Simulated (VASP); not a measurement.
Here is a VASP 6.6.1 calculation.

The input INCAR:

```
  PREC = Accurate
  ENCUT = 520
  EDIFF = 1E-6
  ISMEAR = -1
  SIGMA = 0.05
  LREAL = False
  LASPH = True
  NELM = 100
  ALGO = Normal
  ISIF = 2
  LWAVE = False
  LCHARG = False
  GGA = PE
  NBANDS = 22
```

KPOINTS

```
regular mesh
0
Gamma
  9 9 3
```

File POSCAR:

```
Re
1.0
    2.7663873939      0.0000000000      0.0000000000
   -1.3831936969      2.3957617598      0.0000000000
    0.0000000000      0.0000000000      9.0282336116
Re
4
Direct
    0.6666666667      0.3333333333      0.7500000000
    0.0000000000      0.0000000000      0.5000000000
    0.3333333333      0.6666666667      0.2500000000
    0.0000000000      0.0000000000      0.0000000000
```

Potentials or basis: VASP PAW PBE potentials, release 64 (Re).

The run is started by

```console
$ cat potpaw_PBE.64/Re/POTCAR > POTCAR
$ mpirun -np 1 vasp_std > vasp.out
```

Problem. Predict the band gap on the k mesh.

Solution. Zero (band 14 reaches 8.55 eV, above the bottom of band 15 at 6.51 eV).

Problem. Predict the pressure.

Solution. -0.8 GPa.

Stress tensor (GPa, compression positive):
```
 1.50  0.00  0.00
 0.00  1.50  0.00
 0.00  0.00 -5.33
```

Caveat: spin-orbit coupling is left out, which moves the levels of the heavy elements.
